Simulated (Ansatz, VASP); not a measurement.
# In2Sb: VASP beside Ansatz

```
In Sb
1.0
     5.33333    0.00000    0.00000
    -2.66667    4.61880    0.00000
     0.00000    0.00000    6.39285
In Sb
4 2
Cartesian
  2.6667 1.5396 1.5982
  0.0000 3.0792 4.7946
  0.0000 0.0000 3.1964
  0.0000 0.0000 0.0000
  2.6667 1.5396 4.7946
  0.0000 3.0792 1.5982
```

Alike in both runs: functional PBEsol; k mesh 12 × 12 × 6; occupations gaussian, width 0.1 eV; no spin polarisation.

Ansatz relaxed the structure, and its values are those at the end. VASP's run is a single point on that final structure, the one shown.

```csv
,VASP,Ansatz
version,VASP 6.6.1,Ansatz 0.2.0
potentials or method,"VASP PAW PBE potentials, release 64 (In_d, Sb), cutoff 520 eV","scalar-relativistic, plane waves, PAW"
valence electrons in the cell,62,82
```

```tsv
	VASP	Ansatz	Ansatz less VASP
gap on the k mesh at the Fermi level (eV)	none	none	-
pressure (GPa)	0.0	0.0	+0.01
```

VASP's potentials were made for PBE, not for PBEsol. A gap of «none» marks a metal or a gap that the smearing closes. VASP's potentials hold 62 valence electrons a cell and Ansatz's 82, so a difference there can come from the potentials and not from the codes.

Spin-orbit coupling is off throughout.
